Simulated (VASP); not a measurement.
# Mo (Im-3m) in VASP: further runs

Runs on Mo. Level: PBEsol. Tasks: single point.

Program: VASP 6.6.1. These are calculated values, not measurements. Logs are shortened: lines on timing, memory, paths and dates and some standing lists are left out, and cuts for length are marked.

**1. The cell of the first run**

The structure is cubic, space group Im-3m (No. 229). Conventional cell: a = 3.000 Å, b = 3.000 Å, c = 3.000 Å, α = 90.00°, β = 90.00°, γ = 90.00°. Mo (site symmetry m-3m) has 14 Mo at 2.60 to 3.00 Å within 3.4 Å.

**2. Single point, PBEsol**

Input file INCAR:

```
PREC     = Accurate       # precision mode
ENCUT    = 520            # plane-wave cutoff, eV
EDIFF    = 1E-6           # SCF threshold, eV
ISMEAR   = 0              # smearing method
SIGMA    = 0.1            # smearing width, eV
LREAL    = False          # projectors in reciprocal space
LASPH    = True           # aspherical terms in the spheres
NELM     = 100            # most SCF steps
ALGO     = Fast           # electronic algorithm
ISIF     = 2              # what is computed and relaxed
LWAVE    = False          # write WAVECAR
LCHARG   = False          # write CHGCAR
GGA      = PS             # functional
NBANDS   = 13             # bands
```

Input file KPOINTS:

```
regular mesh
0
Gamma
  8 8 8
```

Input file POSCAR:

```
Mo
1.0
   -1.5000528797      1.5000528797      1.5000528797
    1.5000528797     -1.5000528797      1.5000528797
    1.5000528797      1.5000528797     -1.5000528797
Mo
1
Direct
    0.0000000000      0.0000000000      0.0000000000
```

Potentials or basis: VASP PAW PBE potentials, release 64 (Mo_sv).

Launch:

```bash
> cat potpaw_PBE.64/Mo_sv/POTCAR > POTCAR
> mpirun -np 1 vasp_std > vasp.out
```

OUTCAR:

```text
PREC = Accurate
   ENCUT = 520
   EDIFF = 1E-6
   ISMEAR = 0
   LREAL = False
   LASPH = True
   NELM = 100
   ISIF = 2
   GGA = PS

 ion  position               nearest neighbor table
   1  0.000  0.000  0.000-

  LATTYP: Found a body centered cubic cell.
 ALAT       =     3.0001057594

  Lattice vectors:

 A1 = (  -1.5000528797,   1.5000528797,   1.5000528797)
 A2 = (   1.5000528797,  -1.5000528797,   1.5000528797)
 A3 = (   1.5000528797,   1.5000528797,  -1.5000528797)

Analysis of symmetry for initial positions (statically):
=====================================================================
 Subroutine PRICEL returns:
 Original cell was already a primitive cell.

 Routine SETGRP: Setting up the symmetry group for a
 body centered cubic supercell.

 Subroutine GETGRP returns: Found 48 space group operations
 (whereof 48 operations were pure point group operations)
 out of a pool of 48 trial point group operations.

The static configuration has the point symmetry O_h .

Analysis of symmetry for dynamics (positions and initial velocities):
=====================================================================
 Subroutine PRICEL returns:
 Original cell was already a primitive cell.

 Routine SETGRP: Setting up the symmetry group for a
 body centered cubic supercell.

 Subroutine GETGRP returns: Found 48 space group operations
 (whereof 48 operations were pure point group operations)
 out of a pool of 48 trial point group operations.

The dynamic configuration has the point symmetry O_h .

 Subroutine INISYM returns: Found 48 space group operations
 (whereof 48 operations are pure point group operations),
 and found     1 'primitive' translations

----------------------------------------------------------------------------------------

                                     Primitive cell

  volume of cell :      13.5014

  direct lattice vectors                    reciprocal lattice vectors
    -1.500052880  1.500052880  1.500052880     0.000000000  0.333321583  0.333321583
     1.500052880 -1.500052880  1.500052880     0.333321583  0.000000000  0.333321583
     1.500052880  1.500052880 -1.500052880     0.333321583  0.333321583  0.000000000

  length of vectors
     2.598167802  2.598167802  2.598167802     0.471387903  0.471387903  0.471387903

  position of ions in fractional coordinates (direct lattice)
     0.000000000  0.000000000  0.000000000

  ion indices of the primitive-cell ions
   primitive index   ion index
                 1           1

----------------------------------------------------------------------------------------

 KPOINTS: regular mesh

Automatic generation of k-mesh.
 Grid dimensions read from file:
 generate k-points for:    8    8    8

 Generating k-lattice:

  Cartesian coordinates                     Fractional coordinates (reciprocal lattice)
     0.000000000  0.041665198  0.041665198     0.125000000  0.000000000  0.000000000
     0.041665198  0.000000000  0.041665198     0.000000000  0.125000000  0.000000000
     0.041665198  0.041665198  0.000000000     0.000000000  0.000000000  0.125000000

  Length of vectors
     0.058923488  0.058923488  0.058923488

  Shift w.r.t. Gamma in fractional coordinates (k-lattice)
     0.000000000  0.000000000  0.000000000

 Subroutine IBZKPT returns following result:
 ===========================================

 Found     29 irreducible k-points:

 Following reciprocal coordinates:
            Coordinates               Weight
  0.000000  0.000000  0.000000      1.000000
  0.125000  0.000000  0.000000     12.000000
  0.250000  0.000000  0.000000     12.000000
  0.375000  0.000000  0.000000     12.000000
  0.500000  0.000000  0.000000      6.000000
  0.125000  0.125000  0.000000     24.000000
[... 16 lines left out ...]
 -0.250000  0.250000  0.250000      6.000000
 -0.375000  0.375000  0.250000     24.000000
 [... further k-points ...]
   k-points           NKPTS =     29   k-points in BZ     NKDIM =     29   number of bands    NBANDS=     13
   number of dos      NEDOS =    301   number of ions     NIONS =      1
   total plane-waves  NPLWV =   8000
   dimension x,y,z NGX =    20 NGY =   20 NGZ =   20
   dimension x,y,z NGXF=    40 NGYF=   40 NGZF=   40
   ions per type =               1
   NGX,Y,Z   is equivalent  to a cutoff of  12.80, 12.80, 12.80 a.u.
   NGXF,Y,Z  is equivalent  to a cutoff of  25.59, 25.59, 25.59 a.u.
 SYSTEM =  unknown system
   PREC   = accura    normal or accurate (medium, high low for compatibility)
   ISTART =      0    job   : 0-new  1-cont  2-samecut
   ICHARG =      2    charge: 1-file 2-atom 10-const
   ISPIN  =      1    spin polarized calculation?
   LNONCOLLINEAR =      F non collinear calculations
   LSORBIT =      F    spin-orbit coupling
   LASPH  =      T    aspherical Exc in radial PAW
   ENCUT  =  520.0 eV  38.22 Ry    6.18 a.u.   4.83  4.83  4.83*2*pi/ulx,y,z
   NELM   =    100;   NELMIN=  2; NELMDL= -5     # of ELM steps
   EDIFF  = 0.1E-05   stopping-criterion for ELM
   LREAL  =      F    real-space projection
   EDIFFG = 0.1E-04   stopping-criterion for IOM
   NSW    =      0    number of steps for IOM
   IBRION =     -1    ionic relax: 0-MD 1-quasi-New 2-CG
   NFREE  =      0    steps in history (QN), initial steepest desc. (CG)
   ISIF   =      2    stress and relaxation
   ISYM   =      2    0-nonsym 1-usesym 2-fastsym
   POTIM  = 0.5000    time-step for ionic-motion
   TEBEG  =    0.0;   TEEND  =   0.0 temperature during run
   PSTRESS=    0.0 pullay stress
   NELECT =      14.0000    total number of electrons
   NUPDOWN=      -1.0000    fix difference up-down
   EMIN   =  10.00;   EMAX   =-10.00  energy-range for DOS
   EFERMI =   0.00;   METHOD = LEGACY
   ISMEAR =     0;   SIGMA  =   0.10  broadening in eV -4-tet -1-fermi 0-gaus
   EFERMI_NEDOS =   21; number of points for ismear=-14 and -15
   IALGO  =     68    algorithm
   IMIX   =      4    mixing-type and parameters
     AMIX     =   0.40;   BMIX     =  1.00
     AMIX_MAG =   1.60;   BMIX_MAG =  1.00
  volume/ion in A,a.u.               =      13.50        91.11
  Fermi-wavevector in a.u.,A,eV,Ry     =   1.657007  3.131289 37.357127  2.745671
  Thomas-Fermi vector in A             =   2.744834
   LORBIT       =      0    0 simple, 1 ext, 2 COOP (PROOUT), +10 PAW based schemes
   GGA     = PS    functional components
   LHFCALC =     F    Hartree Fock is set to
   AEXX    =    0.0000 exact exchange contribution
   IVDW    =     0    specifies the selected vdW correction
   LEPSILON=     F    determine dielectric tensor
   LRPA    =     F    only Hartree local field effects (RPA)
 non-spin polarized calculation
 RMM-DIIS sequential band-by-band and
 Gauss-broadening in eV      SIGMA  =   0.10
  energy-cutoff  :      520.00
  volume of cell :       13.50
 maximum number of plane-waves:       378
   NGX =  9   NGY =  9   NGZ =  9

 number of electron      14.0000002 magnetization

 Free energy of the ion-electron system (eV)
  ---------------------------------------------------
  ext. energy  EPLUGINS =         0.00000000
  ---------------------------------------------------
  free energy    TOTEN  =       -11.51100183 eV

  energy without entropy =      -11.50319028  energy(sigma->0) =      -11.50709605

 E-fermi :  14.9508     XC(G=0): -14.3711

 val. band max:       14.8342670948   @ k =  -0.1250   0.1250   0.1250
 cond. band min:      14.9550808272   @ k =   0.3750   0.1250  -0.0000
 fundamental gap:      0.1208137323
 Fermi energy:        14.9508278063

 k-point     1 :       0.0000    0.0000    0.0000
  band No.  band energies     occupation
      1     -46.2860      2.00000
      2     -19.1385      2.00000
      3     -19.1385      2.00000
      4     -19.1385      2.00000
      5       7.2732      2.00000
      6      13.2916      2.00000
      7      13.2916      2.00000
      8      13.2916      2.00000
      9      16.8900      0.00000
     10      16.8901      0.00000
     11      29.9381      0.00000
     12      29.9381      0.00000
     13      29.9381      0.00000

 k-point     2 :       0.1250    0.0000    0.0000
  band No.  band energies     occupation
      1     -46.2186      2.00000
      2     -19.4897      2.00000
      3     -19.2440      2.00000
      4     -19.1426      2.00000
      5       8.0464      2.00000
      6      12.8320      2.00000
      7      13.1770      2.00000
      8      14.0755      2.00000
      9      16.3203      0.00000
     10      16.9033      0.00000
     11      30.5205      0.00000
     12      31.2934      0.00000
     13      31.6138      0.00000

 k-point     3 :       0.2500    0.0000    0.0000
  band No.  band energies     occupation
      1     -46.0527      2.00000
      2     -20.2945      2.00000
      3     -19.4915      2.00000
      4     -19.1526      2.00000
      5       9.3070      2.00000
      6      11.8825      2.00000
      7      13.2341      2.00000
      8      16.2537      0.00000
      9      16.2687      0.00000
     10      17.0826      0.00000
     11      30.3872      0.00000
     12      32.8998      0.00000
     13      34.8767      0.00000

 k-point     4 :       0.3750    0.0000    0.0000
  band No.  band energies     occupation
      1     -45.8818      2.00000
      2     -21.0499      2.00000
      3     -19.7297      2.00000
      4     -19.1631      2.00000
      5       9.0214      2.00000
      6      11.0877      2.00000
      7      15.3567      0.00000
      8      16.9985      0.00000
      9      17.5123      0.00000
     10      19.1764      0.00000
     11      28.2545      0.00000
     12      30.5926      0.00000
     13      36.9019      0.00000

 k-point     5 :       0.5000    0.0000    0.0000
  band No.  band energies     occupation
      1     -45.8094      2.00000
      2     -21.3509      2.00000
      3     -19.8259      2.00000
      4     -19.1676      2.00000
      5       8.6722      2.00000
      6      10.7913      2.00000
      7      17.0356      0.00000
      8      17.2756      0.00000
      9      17.7961      0.00000
     10      20.8933      0.00000
     11      27.1557      0.00000
     12      29.0967      0.00000
     13      34.2004      0.00000
[... 257 lines left out ...]
 k-point    22 :       0.2500    0.2500    0.2500
  band No.  band energies     occupation
      1     -45.7687      2.00000
      2     -20.2845      2.00000
      3     -20.2845      2.00000
      4     -20.2845      2.00000
      5      12.0345      2.00000
      6      12.0345      2.00000
      7      12.0345      2.00000
      8      17.9660      0.00000
      9      17.9660      0.00000
     10      26.1761      0.00000
     11      28.1881      0.00000
     12      28.1881      0.00000
     13      28.1881      0.00000

 k-point    23 :      -0.2500    0.2500    0.2500
  band No.  band energies     occupation
      1     -45.8546      2.00000
      2     -20.3424      2.00000
      3     -19.8779      2.00000
      4     -19.8779      2.00000
      5      11.0207      2.00000
      6      11.4849      2.00000
      7      14.2157      2.00000
      8      14.2157      2.00000
      9      15.9661      0.00000
     10      19.2864      0.00000
     11      31.1214      0.00000
     12      35.3505      0.00000
     13      36.0225      0.00000

 k-point    24 :      -0.3750    0.3750    0.2500
  band No.  band energies     occupation
      1     -45.7104      2.00000
      2     -20.7791      2.00000
      3     -20.1374      2.00000
      4     -19.9482      2.00000
      5      10.1425      2.00000
      6      11.0228      2.00000
      7      14.1895      2.00000
      8      15.2021      0.00038
      9      18.4900      0.00000
     10      21.1319      0.00000
     11      30.6945      0.00000
     12      33.0896      0.00000
     13      33.7771      0.00000

 [... further k-points ...]
[... 5 lines left out ...]
  --------------------------------------------------------------------------------------
  -------------------------------------------------------------------------------------
  Total        3.8759697      3.8759697      3.8759697      0.0000000      0.0000000     -0.0000000
  in kB      459.9506679    459.9506679    459.9506679      0.0000000      0.0000000     -0.0000000
  external PRESSURE =     459.9506679 kB  Pullay stress =       0.0000000 kB

 VOLUME and BASIS-vectors are now :
 -----------------------------------------------------------------------------
  energy-cutoff  :      520.00
  volume of cell :       13.50
      direct lattice vectors                 reciprocal lattice vectors
    -1.500052880  1.500052880  1.500052880     0.000000000  0.333321583  0.333321583
     1.500052880 -1.500052880  1.500052880     0.333321583  0.000000000  0.333321583
     1.500052880  1.500052880 -1.500052880     0.333321583  0.333321583  0.000000000

 POSITION                                       TOTAL-FORCE (eV/Angst)
 -----------------------------------------------------------------------------------
      0.00000      0.00000      0.00000        -0.000000     -0.000000      0.000000
 -----------------------------------------------------------------------------------
    total drift:                                0.000000     -0.000000      0.000000

  FREE ENERGIE OF THE ION-ELECTRON SYSTEM (eV)
  ---------------------------------------------------
  free  energy   TOTEN  =       -11.5110018277 eV

  energy  without entropy=      -11.5031902805  energy(sigma->0) =      -11.50709605
```

Wall time 3.9 s (1 thread of Intel Xeon Platinum 8488C (Sapphire Rapids), shared host); peak memory 0.12 GiB.

What came out:

```yaml
Free_energy: -11.5110 eV
Pressure: 46.0 GPa
Band_gap_on_the_k_mesh: zero (bands 7 and 8 overlap by 6.61 eV)
```

Caveat: the k points lie up to 0.37 Å⁻¹ apart, too coarse for converged energies and pressures of a metal; the PAW data sets were made with another functional, which shifts forces and pressure a little.

**3. Single point, PBEsol**

Input file INCAR:

```
SYSTEM = Mo
ALGO = Normal
EDIFF = 1E-6
ENCUT = 520
GGA = PS
ISIF = 2
ISMEAR = 0
LASPH = .True.
LCHARG = .False.
LREAL = .False.
LWAVE = .False.
NBANDS = 13
NELM = 60
PREC = Accurate
SIGMA = 0.1
```

Input file KPOINTS:

```
k-points
0
Gamma
  10 10 10
  0 0 0
```

POSCAR is that of step 2.

Potentials or basis: VASP PAW PBE potentials, release 64 (Mo_sv).

Launch:

```bash
> cat potpaw_PBE.64/Mo_sv/POTCAR > POTCAR
> mpirun -np 1 vasp_std > vasp.out
```

Run time: 6.3 s. Hardware: 1 thread of Intel Xeon Platinum 8488C (Sapphire Rapids), shared host; peak memory 0.13 GiB.

Results (log left out):

* Free energy: -11.5310 eV
* Pressure: 45.8 GPa
* Band gap on the k mesh: zero (bands 7 and 8 overlap by 6.61 eV)

Levels at points of the mesh, in eV from the Fermi level:
| k point | band 4 | band 5 | band 6 | band 7 | band 8 | band 9 | band 10 | band 11 |
| --- | --- | --- | --- | --- | --- | --- | --- | --- |
| (0.00, 0.00, 0.00) | -34.25 | -7.84 | -1.82 | -1.82 | -1.82 | 1.78 | 1.78 | 14.83 |
| (0.50, 0.00, 0.00) | -34.28 | -6.44 | -4.32 | 1.93 | 2.17 | 2.69 | 5.78 | 12.05 |
| (0.50, 0.50, 0.50) | -35.74 | -6.85 | -6.85 | 4.79 | 4.79 | 4.79 | 10.13 | 10.13 |

Caveat: the cell stands under pressure; the PAW data sets were made with another functional, which shifts forces and pressure a little.

The gap in the log of VASP goes by the Fermi energy; the results here count the filled bands.